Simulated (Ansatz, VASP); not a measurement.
Two plane-wave programs on Si

The input INCAR:

```
PREC = Accurate
ENCUT = 520
EDIFF = 1E-7
ISMEAR = 0
SIGMA = 0.05
LREAL = F
LASPH = T
NELM = 60
ALGO = Normal
ISIF = 2
LWAVE = F
LCHARG = F
GGA = PE
NBANDS = 16
```

File KPOINTS:

```
Automatic mesh
0
Gamma
  12 12 12
```

POSCAR

```
Si
1.0
   -3.3292893006      3.3292893006      1.8454250593
    3.3292893006     -3.3292893006      1.8454250593
    3.3292893006      3.3292893006     -1.8454250593
Si
4
Direct
    0.1786105079      0.1786105079      0.3572210158
    0.8213894921      0.8213894921      0.6427789842
    0.1786105079      0.8213894921      0.0000000000
    0.8213894921      0.1786105079      0.0000000000
```

Input for Ansatz:

```yaml
crystal:
  lattice:
    - [-3.3292893006, 3.3292893006, 1.8454250593]
    - [3.3292893006, -3.3292893006, 1.8454250593]
    - [3.3292893006, 3.3292893006, -1.8454250593]
  atoms:
    - { symbol: Si, position: [0.1786105079, 0.1786105079, 0.3572210158] }
    - { symbol: Si, position: [0.8213894921, 0.8213894921, 0.6427789842] }
    - { symbol: Si, position: [0.1786105079, 0.8213894921, 0.0] }
    - { symbol: Si, position: [0.8213894921, 0.1786105079, 0.0] }
basis:
  ecutwfc: 420
kpoints:
  mp_grid: { grid: [12, 12, 12] }
hamiltonian:
  xc: pbe
  pseudopotentials: { kind: paw, azcp: { folder: soft_1 } }
scf:
  occupations: { method: gaussian, width: 0.05 }
output:
  forces: true
  stress: true
  eigenvalues: true
```

Alike in both runs: task single point; functional PBE; k mesh 12 × 12 × 12; occupations gaussian, width 0.05 eV; no spin polarisation.

|  | VASP | Ansatz |
| --- | --- | --- |
| version | VASP 6.6.1 | Ansatz 0.2.0 |
| potentials or method | VASP PAW PBE potentials, release 64 (Si), cutoff 520 eV | scalar-relativistic, plane waves, PAW |
| valence electrons in the cell | 16 | 16 |

```tsv
	VASP	Ansatz	Ansatz less VASP
gap on the k mesh at the Fermi level (eV)	0.21	0.21	-0.001
least direct gap on the mesh (eV)	0.89	0.89	-0.001
pressure (GPa)	5.3	5.3	+0.07
traceless stress, the component that is largest in VASP (GPa)	5.50	5.51	+0.003
rms of the force components (eV/Å)	0.250	0.252	+0.0013
```

Atom by atom the forces differ by 0.001 eV/Å (rms over components).
